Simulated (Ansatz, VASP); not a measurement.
## NaF in VASP and in Ansatz

```
Na F
1.0
     0.00000    2.32330    2.32330
     2.32330    0.00000    2.32330
     2.32330    2.32330    0.00000
Na F
1 1
Direct
  0.00000 0.00000 0.00000
  0.50538 0.50538 0.49462
```

Change from the starting cell: all F atoms moved +0.025 Å, as atom 2 along Cartesian [0 0 1].

Alike in both runs: task single point; functional PBEsol; k mesh 8 × 8 × 8; occupations gaussian, width 0.05 eV; no spin polarisation.

|  | VASP | Ansatz |
| --- | --- | --- |
| version | VASP 6.6.1 | Ansatz 0.2.0 |
| potentials or method | VASP PAW PBE potentials, release 64 (Na_pv, F), cutoff 520 eV | scalar-relativistic, plane waves, PAW |
| valence electrons in the cell | 14 | 16 |

```csv
,VASP,Ansatz,Ansatz less VASP
gap on the k mesh at the Fermi level (eV),6.12,6.14,+0.020
least direct gap on the mesh (eV),6.12,6.14,+0.020
pressure (GPa),-0.5,-0.5,+0.01
rms of the force components (eV/Å),0.031,0.030,-0.0011
```

VASP's potentials were made for PBE, not for PBEsol. Atom by atom the forces differ by 0.001 eV/Å (rms over components). VASP's potentials hold 14 valence electrons a cell and Ansatz's 16, so a difference there can come from the potentials and not from the codes.
